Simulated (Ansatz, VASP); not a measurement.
# Two plane-wave programs on Ti2Co

```
Ti Co
1.0
     0.00000    3.50420    3.50420
     3.50420    0.00000    3.50420
     3.50420    3.50420    0.00000
Ti Co
4 2
Cartesian
  0.8761 0.8761 0.8761
  0.8761 2.6282 2.6282
  2.6282 2.6282 0.8761
  2.6282 0.8761 2.6282
  3.5042 3.5042 3.5042
  5.2563 5.2563 5.2563
```

Alike in both runs: functional r2SCAN; k mesh 10 × 10 × 10; occupations gaussian, width 0.1 eV; no spin polarisation.

Ansatz relaxed the structure, and its values are those at the end. VASP's run is a single point on that final structure, the one shown.

|  | VASP | Ansatz |
| --- | --- | --- |
| version | VASP 6.6.1 | Ansatz 0.2.0 |
| potentials or method | VASP PAW PBE potentials, release 64 (Ti_sv, Co), cutoff 520 eV | scalar-relativistic, plane waves, PAW |
| valence electrons in the cell | 66 | 82 |

|  | VASP | Ansatz | Ansatz less VASP |
| --- | --- | --- | --- |
| gap on the k mesh at the Fermi level (eV) | none | none | - |
| pressure (GPa) | 0.8 | 0.0 | -0.85 |

VASP's potentials were made for PBE, not for r2SCAN. A gap of «none» marks a metal or a gap that the smearing closes. The functional is the same, so the differences come from potentials, cutoffs and numerics. VASP's potentials hold 66 valence electrons a cell and Ansatz's 82, so a difference there can come from the potentials and not from the codes.
